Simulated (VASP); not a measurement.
Write the native input for VASP 6.6.1 that does the following.

- Task: single point
- Functional: PBEsol
- Potentials or basis: VASP PAW PBE potentials, release 64 (C)
- Cutoff: 520 eV
- k mesh: 15 × 15 × 15
- Occupations: gaussian, width 0.05 eV
- Spin: no spin polarisation
- Dipole correction: no
- Further INCAR settings: ALGO = Normal; EDIFF = 1e-06; NBANDS = 11

The structure of C lies in POSCAR:

```
C
1.0
    1.2280263465      0.7090013417      3.1796602974
   -1.2280263465      0.7090013417      3.1796602974
    0.0000000000     -1.4180026834      3.1796602974
C
2
Direct
    0.1640000000      0.1640000000      0.1640000000
    0.8360000000      0.8360000000      0.8360000000
```

This cell differs from its parent crystal: strain +0.000 along x and y, -0.050 along z.

These files were run (other wordings do the same):

INCAR

```
SYSTEM = C
PREC = Accurate
ENCUT = 520
EDIFF = 1E-6
ISMEAR = 0
SIGMA = 0.05
LREAL = .False.
LASPH = .True.
NELM = 80
ALGO = Normal
ISIF = 2
LWAVE = .False.
LCHARG = .False.
GGA = PS
NBANDS = 11
```

KPOINTS

```
Automatic mesh
0
Gamma
  15 15 15
  0 0 0
```

Potentials or basis: VASP PAW PBE potentials, release 64 (C).

The run is started by

```console
$ cat potpaw_PBE.64/C/POTCAR > POTCAR
$ mpirun -np 1 vasp_std > vasp.out
```

It gave:

```yaml
Pressure: 2.5 GPa
Largest_force: 0.795 eV/Å
```

Caveat: the cell differs from its parent crystal (strain +0.000 along x and y, -0.050 along z); this functional lacks dispersion, which binds the layers, so the pressure and a relaxed spacing across them are unreliable; the PAW data sets were made with another functional, which shifts forces and pressure a little.

It took 2.2 min on 1 thread of Intel Xeon 8259CL (shared host), peak memory 0.18 GiB.
